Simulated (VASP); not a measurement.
Runs of VASP 6.6.1 on BaTiO3. The structure is that of space group Pm-3m (No. 221), or close to it. The cells are those of the table. 

| task | cell | cutoff (eV) | gap on the mesh (eV) | pressure (GPa) | largest force (eV/Å) |
| --- | --- | --- | --- | --- | --- |
| relaxation of cell and atoms | relaxed from a = 4.000, b = 4.000, c = 4.018 Å, 5 atoms | 600 | 1.77 | 0.0 | - |
| relaxation of cell and atoms | relaxed to 40 GPa from a = 4.000, b = 4.000, c = 4.018 Å, 5 atoms | 600 | 1.97 | 40.0 | - |
| single point | a = 3.842 Å, 5 atoms | 520 | (b) | 32.8 | - |
| single point | a = 3.938, b = 3.938, c = 3.991 Å, 5 atoms | 520 | 1.85 | 12.0 | (a) |
| relaxation of cell and atoms | relaxed to 20 GPa from a = 4.000, b = 4.000, c = 4.018 Å, 5 atoms | 600 | 1.89 | 20.0 | - |
| relaxation of cell and atoms | relaxed to 10 GPa from a = 4.000, b = 4.000, c = 4.018 Å, 5 atoms | 600 | (c) | 10.0 | - |
| relaxation of cell and atoms | relaxed to 30 GPa from a = 4.000, b = 4.000, c = 4.018 Å, 5 atoms | 600 | 1.95 | 30.0 | - |
| single point | a = 3.800 Å, 5 atoms | 520 | 1.97 | (d) | - |
| single point | a = 3.888, b = 3.888, c = 3.897 Å, 5 atoms | 520 | 1.90 | 22.5 | 0.02 |

Alike in all rows: level PBE; potentials or basis VASP PAW PBE potentials, release 64 (Ba_sv, Ti_sv, O); no spin polarisation; k mesh 4 × 4 × 4; smearing gaussian 0.01 eV.

Q: Estimate the missing entries.

A: (a) 0.05; (b) 1.96; (c) 1.83; (d) 43.2.

Caveats: spin-orbit coupling is left out, which moves the levels of the heavy elements; the cell is relaxed towards a set pressure, so the enthalpy falls and the energy may rise (some runs).

A k mesh can miss the band edges, and the runs leave out spin-orbit coupling on Ba.
